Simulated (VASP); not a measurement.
# Pb2Se (P4_2/nmc) in VASP: further runs

The runs below take Pb2Se through relaxation of cell and atoms, single point, with PBE.

Everything below comes from runs of VASP 6.6.1. Logs are shortened: lines on timing, memory, paths and dates and some standing lists are left out, and cuts for length are marked.

## (1) The cell of the first run

Symmetry: P4_2/nmc, No. 137, tetragonal system. The conventional cell has a = 4.046 Å, b = 4.046 Å, c = 11.667 Å, α = 90.00°, β = 90.00°, γ = 90.00°. Within 3.3 Å of Pb (site symmetry 2mm) lie 2 Se at 2.49 Å. Within 3.3 Å of Se (site symmetry -4m2) lie 4 Pb at 2.49 Å.

## (2) Relaxation of cell and atoms, PBE

INCAR

```
SYSTEM = Pb2Se
ALGO = Normal
EDIFF = 1E-6
EDIFFG = -0.04
ENCUT = 600
GGA = PE
IBRION = 2
ISIF = 3
ISMEAR = 0
LASPH = .True.
LCHARG = .False.
LREAL = .False.
LWAVE = .False.
NELM = 60
NSW = 90
PREC = Accurate
SIGMA = 0.1
```

KPOINTS

```
k-points
0
Gamma
  4 4 2
  0 0 0
```

POSCAR

```
Pb2Se
1.0
    4.0458325733      0.0000000000      0.0000000000
    0.0000000000      4.0458325733      0.0000000000
    0.0000000000      0.0000000000     11.6673063669
Pb Se
4 2
Direct
    0.0000000000      0.5000000000      0.1250000000
    0.0000000000      0.5000000000      0.6250000000
    0.5000000000      0.0000000000      0.3750000000
    0.5000000000      0.0000000000      0.8750000000
    0.0000000000      0.0000000000      0.0000000000
    0.5000000000      0.5000000000      0.5000000000
```

Potentials or basis: VASP PAW PBE potentials, release 64 (Pb_d, Se).

On the command line:

```console
$ cat potpaw_PBE.64/Pb_d/POTCAR potpaw_PBE.64/Se/POTCAR > POTCAR
$ mpirun -np 1 vasp_std > vasp.out
```

OUTCAR:

```text
SYSTEM = Pb2Se
   EDIFF = 1E-6
   EDIFFG = -0.04
   ENCUT = 600
   GGA = PE
   IBRION = 2
   ISIF = 3
   ISMEAR = 0
   LASPH = .True.
   LREAL = .False.
   NELM = 60
   NSW = 90
   PREC = Accurate

 ion  position               nearest neighbor table
   1  0.000  0.500  0.125-   5 2.49   5 2.49   3 4.09   3 4.09   4 4.09   4 4.09   3 4.09   4 4.09
                             3 4.09   4 4.09
   2  0.000  0.500  0.625-   6 2.49   6 2.49   3 4.09   3 4.09   4 4.09   3 4.09   4 4.09   4 4.09
                             3 4.09   4 4.09
   3  0.500  0.000  0.375-   6 2.49   6 2.49   1 4.09   1 4.09   2 4.09   2 4.09   1 4.09   2 4.09
                             1 4.09   2 4.09
   4  0.500  0.000  0.875-   5 2.49   5 2.49   1 4.09   1 4.09   2 4.09   1 4.09   2 4.09   2 4.09
                             1 4.09   2 4.09
   5  0.000  0.000  0.000-   1 2.49   4 2.49   1 2.49   4 2.49
   6  0.500  0.500  0.500-   2 2.49   3 2.49   3 2.49   2 2.49

  LATTYP: Found a simple tetragonal cell.
 ALAT       =     4.0458325733
 C/A-ratio  =     2.8837837838

  Lattice vectors:

 A1 = (   4.0458325733,   0.0000000000,   0.0000000000)
 A2 = (   0.0000000000,   4.0458325733,   0.0000000000)
 A3 = (   0.0000000000,   0.0000000000,  11.6673063669)

Analysis of symmetry for initial positions (statically):
=====================================================================
 Subroutine PRICEL returns:
 Original cell was already a primitive cell.

 Routine SETGRP: Setting up the symmetry group for a
 simple tetragonal supercell.

 Subroutine GETGRP returns: Found 16 space group operations
 (whereof  8 operations were pure point group operations)
 out of a pool of 16 trial point group operations.

The static configuration has the point symmetry D_2d.
 The point group associated with its full space group is D_4h.

Analysis of symmetry for dynamics (positions and initial velocities):
=====================================================================
 Subroutine PRICEL returns:
 Original cell was already a primitive cell.

 Routine SETGRP: Setting up the symmetry group for a
 simple tetragonal supercell.

 Subroutine GETGRP returns: Found 16 space group operations
 (whereof  8 operations were pure point group operations)
 out of a pool of 16 trial point group operations.

The dynamic configuration has the point symmetry D_2d.
 The point group associated with its full space group is D_4h.

 Subroutine INISYM returns: Found 16 space group operations
 (whereof  8 operations are pure point group operations),
 and found     1 'primitive' translations

----------------------------------------------------------------------------------------

                                     Primitive cell

  volume of cell :     190.9794

[... 84 lines left out ...]
   LREAL  =      F    real-space projection
   EDIFFG = -.4E-01   stopping-criterion for IOM
   NSW    =     90    number of steps for IOM
   IBRION =      2    ionic relax: 0-MD 1-quasi-New 2-CG
   NFREE  =      1    steps in history (QN), initial steepest desc. (CG)
   ISIF   =      3    stress and relaxation
   ISYM   =      2    0-nonsym 1-usesym 2-fastsym
   POTIM  = 0.5000    time-step for ionic-motion
   TEBEG  =    0.0;   TEEND  =   0.0 temperature during run
   PSTRESS=    0.0 pullay stress
   NELECT =      68.0000    total number of electrons
   NUPDOWN=      -1.0000    fix difference up-down
   EMIN   =  10.00;   EMAX   =-10.00  energy-range for DOS
   EFERMI =   0.00;   METHOD = LEGACY
   ISMEAR =     0;   SIGMA  =   0.10  broadening in eV -4-tet -1-fermi 0-gaus
   EFERMI_NEDOS =   21; number of points for ismear=-14 and -15
   IALGO  =     38    algorithm
   IMIX   =      4    mixing-type and parameters
     AMIX     =   0.40;   BMIX     =  1.00
     AMIX_MAG =   1.60;   BMIX_MAG =  1.00
  volume/ion in A,a.u.               =      31.83       214.80
  Fermi-wavevector in a.u.,A,eV,Ry     =   1.160332  2.192710 18.318486  1.346371
  Thomas-Fermi vector in A             =   2.296916
   LORBIT       =      0    0 simple, 1 ext, 2 COOP (PROOUT), +10 PAW based schemes
   GGA     = PE    functional components
   LHFCALC =     F    Hartree Fock is set to
   AEXX    =    0.0000 exact exchange contribution
   IVDW    =     0    specifies the selected vdW correction
   LEPSILON=     F    determine dielectric tensor
   LRPA    =     F    only Hartree local field effects (RPA)
 conjugate gradient relaxation of ions
 non-spin polarized calculation
 Gauss-broadening in eV      SIGMA  =   0.10
  energy-cutoff  :      600.00
  volume of cell :      190.98
 maximum number of plane-waves:      6448
   NGX = 17   NGY = 17   NGZ = 47

--------------------------------------- Ionic step        1  -------------------------------------------

 number of electron      68.0000020 magnetization

 Free energy of the ion-electron system (eV)
  ---------------------------------------------------
  ext. energy  EPLUGINS =         0.00000000
  ---------------------------------------------------
  free energy    TOTEN  =       -17.53325403 eV

  energy without entropy =      -17.52988636  energy(sigma->0) =      -17.53157020

 E-fermi :   5.5605     XC(G=0):  -9.1697

 val. band max:        5.4312131669   @ k =   0.0000   0.0000   0.0000
 cond. band min:       5.6833193246   @ k =   0.2500   0.0000   0.0000
 fundamental gap:      0.2521061577
 Fermi energy:         5.5604779250

 k-point     1 :       0.0000    0.0000    0.0000
  band No.  band energies     occupation
      1     -12.3691      2.00000
      2     -12.3605      2.00000
      3     -11.9756      2.00000
      4     -11.9756      2.00000
      5     -11.9527      2.00000
      6     -11.9453      2.00000
[... 618 lines left out ...]
  FREE ENERGIE OF THE ION-ELECTRON SYSTEM (eV)
  ---------------------------------------------------
  free  energy   TOTEN  =       -21.0572733252 eV

  energy  without entropy=      -21.0467407408  energy(sigma->0) =      -21.05200703

[... ionic steps 4 to 12 ...]

--------------------------------------- Ionic step       13  -------------------------------------------

 number of electron      67.9999989 magnetization

------------------------ aborting loop because EDIFF is reached ----------------------------------------
[... 75 lines left out ...]
--------------------------------------- Ionic step       15  -------------------------------------------

 number of electron      67.9999985 magnetization

 Free energy of the ion-electron system (eV)
  ---------------------------------------------------
  ext. energy  EPLUGINS =         0.00000000
  ---------------------------------------------------
  free energy    TOTEN  =       -22.17782744 eV

  energy without entropy =      -22.15323897  energy(sigma->0) =      -22.16553321

 E-fermi :   4.5011     XC(G=0):  -9.0283

 val. band max:        4.5002043847   @ k =   0.5000   0.0000   0.0000
 cond. band min:       4.5341979631   @ k =   0.5000   0.2500   0.0000
 fundamental gap:      0.0339935784
 Fermi energy:         4.5011497823

 k-point     1 :       0.0000    0.0000    0.0000
  band No.  band energies     occupation
      1     -12.5057      2.00000
      2     -12.4891      2.00000
      3     -12.4660      2.00000
      4     -12.4653      2.00000
      5     -12.4649      2.00000
      6     -12.4649      2.00000
[... 538 lines left out ...]
  FREE ENERGIE OF THE ION-ELECTRON SYSTEM (eV)
  ---------------------------------------------------
  free  energy   TOTEN  =       -22.1778274431 eV

  energy  without entropy=      -22.1532389738  energy(sigma->0) =      -22.16553321

 reached required accuracy - stopping structural energy minimisation
```

Run time: 9.2 min. Hardware: 1 thread of Intel Xeon 6975P-C (Granite Rapids), shared host; peak memory 0.37 GiB.

What came out:

```
Free energy                            : -22.1778 eV
Relaxed volume                         : 33.53 Å³/atom
Relaxed cell                           : a = 4.156 Å, b = 4.156 Å, c = 11.651 Å, α = 90.00°, β = 90.00°, γ = 90.00°
Space group after relaxing (to 0.05 Å) : P4_2/nmc (No. 137)
Energy gained by relaxing              : 774.1 meV/atom
Ionic steps                            : 15
Pressure after relaxing                : 0.1 GPa
Largest force after relaxing           : 0.006 eV/Å
Band gap on the k mesh                 : zero (band 34 reaches 5.53 eV, above the bottom of band 35 at 3.61 eV)
```

Forces on the atoms (eV/Å):
```
Pb   0.000  0.000 -0.006
Pb   0.000  0.000 -0.006
Pb   0.000  0.000  0.006
Pb   0.000  0.000  0.006
Se   0.000  0.000  0.000
Se   0.000  0.000  0.000
```

Stress tensor (GPa, compression positive):
```
0.07 0.00 0.00
0.00 0.07 0.00
0.00 0.00 0.15
```

The path:
| step | energy change (eV) | largest force (eV/Å) | pressure (GPa) | volume (Å³) |
| --- | --- | --- | --- | --- |
| 1 | 0.0000 | 3.9880 | 17.46 | 190.98 |
| 2 | -2.6794 | 0.3806 | -4.17 | 303.80 |
| 3 | -3.5240 | 0.5870 | -0.79 | 254.78 |
| 4 | -3.5244 | 0.6290 | -0.62 | 253.39 |
| 5 | -3.6297 | 0.6257 | -0.65 | 248.85 |
| 6 | -3.9557 | 0.5650 | -0.86 | 235.42 |
| 7 | -4.3534 | 0.1928 | -0.84 | 209.35 |
| 8 | -4.3596 | 0.1084 | -0.64 | 204.17 |
| 9 | -4.4326 | 0.1581 | 1.63 | 191.93 |
| 10 | -4.4343 | 0.1619 | 1.30 | 193.41 |
| 11 | -4.5680 | 0.0471 | 0.76 | 196.66 |
| 12 | -4.6440 | 0.0444 | 0.03 | 201.21 |
| 13 | -4.6442 | 0.0434 | 0.01 | 201.36 |
| 14 | -4.6441 | 0.0422 | -0.02 | 201.49 |
| 15 | -4.6446 | 0.0059 | 0.09 | 201.20 |

Final structure:
```
Pb Se
1.0
     4.15564    0.00000    0.00000
     0.00000    4.15564    0.00000
     0.00000    0.00000   11.65093
Pb Se
4 2
Direct
  0.00000 0.50000 0.17531
  0.00000 0.50000 0.67531
  0.50000 0.00000 0.32469
  0.50000 0.00000 0.82469
  0.00000 0.00000 0.00000
  0.50000 0.50000 0.50000
```

Caveat: the k points lie up to 0.38 Å⁻¹ apart in the final cell; spin-orbit coupling is left out, which moves the levels of the heavy elements.

## (3) Single point, PBE

This run uses another cell than the first one, of 33.74 Å³/atom, 1.060 times its volume.

INCAR

```
SYSTEM = Pb2Se
PREC = Accurate
ENCUT = 520
EDIFF = 1E-7
ISMEAR = 0
SIGMA = 0.1
LREAL = .False.
LASPH = .True.
NELM = 100
ALGO = Normal
ISIF = 2
LWAVE = .False.
LCHARG = .False.
GGA = PE
NBANDS = 43
```

KPOINTS

```
Automatic mesh
0
Gamma
  10 10 4
  0 0 0
```

POSCAR

```
Pb2Se
1.0
    4.0679329695      0.0000000000      0.0000000000
    0.0000000000      4.0679329695      0.0000000000
    0.0000000000      0.0000000000     12.2319643210
Pb Se
4 2
Direct
    0.0000000000      0.5000000000      0.1678841645
    0.0000000000      0.5000000000      0.6678841645
    0.5000000000      0.0000000000      0.3321158355
    0.5000000000      0.0000000000      0.8321158355
    0.0000000000      0.0000000000      0.0000000000
    0.5000000000      0.5000000000      0.5000000000
```

Potentials or basis: VASP PAW PBE potentials, release 64 (Pb_d, Se).

On the command line:

```console
$ cat potpaw_PBE.64/Pb_d/POTCAR potpaw_PBE.64/Se/POTCAR > POTCAR
$ mpirun -np 1 vasp_std > vasp.out
```

It took 5.7 min on 1 thread of Intel Xeon 6975P-C (Granite Rapids), shared host; peak memory 0.55 GiB.

The run converged. Its results:

- Free energy: -22.2388 eV
- Pressure: 0.0 GPa
- Largest force: 0.008 eV/Å
- Band gap on the k mesh: zero (band 34 reaches 5.68 eV, above the bottom of band 35 at 3.49 eV)

Forces on the atoms (eV/Å):
```
Pb   0.000  0.000  0.008
Pb   0.000  0.000  0.008
Pb   0.000  0.000 -0.008
Pb   0.000  0.000 -0.008
Se   0.000  0.000  0.000
Se   0.000  0.000  0.000
```

Levels at points of the mesh, in eV from the Fermi level:
```
           k point  band 32  band 33  band 34  band 35  band 36  band 37
(0.00, 0.00, 0.00)    -1.32     0.61     0.79     0.79     1.71     1.76
(0.50, 0.00, 0.00)    -1.79    -0.45    -0.45     0.82     0.82     2.78
(0.50, 0.50, 0.00)    -2.63    -2.18    -2.18    -0.86    -0.86     1.38
(0.00, 0.00, 0.50)    -2.01     0.96     0.96     1.17     1.17     1.49
(0.50, 0.00, 0.50)    -1.79    -1.42    -1.42     1.60     1.60     2.77
(0.50, 0.50, 0.50)    -2.91    -1.99    -1.99    -1.22    -1.22     2.10
```

Caveat: spin-orbit coupling is left out, which moves the levels of the heavy elements.
